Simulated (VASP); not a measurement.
Runs of VASP 6.6.1 on InP. The structure is cubic, space group F-43m (No. 216). Conventional cell: a = 5.908 Å, b = 5.908 Å, c = 5.908 Å, α = 90.00°, β = 90.00°, γ = 90.00°. Within 3.4 Å of In (site symmetry -43m) lie 4 P at 2.56 Å. P (site symmetry -43m) has 4 In at 2.56 Å within 3.4 Å. 

| level | potentials or basis | k mesh | grid for exact exchange (PRECFOCK) | screening parameter | gap on the mesh (eV) | pressure (GPa) |
| --- | --- | --- | --- | --- | --- | --- |
| PBE | VASP PAW PBE potentials, release 64 (In_d, P) | 4 × 4 × 4 | - | - | 0.57 | (a) |
| LDA | VASP PAW LDA potentials, release 64 (In_d, P) | 4 × 4 × 4 | - | - | (b) | -2.5 |
| r2SCAN | VASP PAW PBE potentials, release 64 (In_d, P) | 4 × 4 × 4 | - | - | (c) | 0.0 |
| HSE06 | VASP PAW PBE potentials, release 64 (In_d, P) | 4 × 4 × 4 | Normal | 0.2079 1/Å | 1.39 | -0.2 |
| PBE | VASP PAW PBE potentials, release 64 (In_d, P) | 6 × 6 × 6 | - | - | 0.58 | 1.6 |

Alike in all rows: task single point; no spin polarisation; cell as given; cutoff (eV) 520; smearing gaussian 0.01 eV.

Q: Estimate the missing entries.

A: (a) 1.8; (b) 0.36; (c) 1.02.

Caveats: some runs use coarse meshes; spin-orbit coupling is left out, which moves the levels of the heavy elements; the PAW data sets were made with another functional, which shifts forces and pressure a little (some runs).

A k mesh can miss the band edges, and the runs leave out spin-orbit coupling on In.
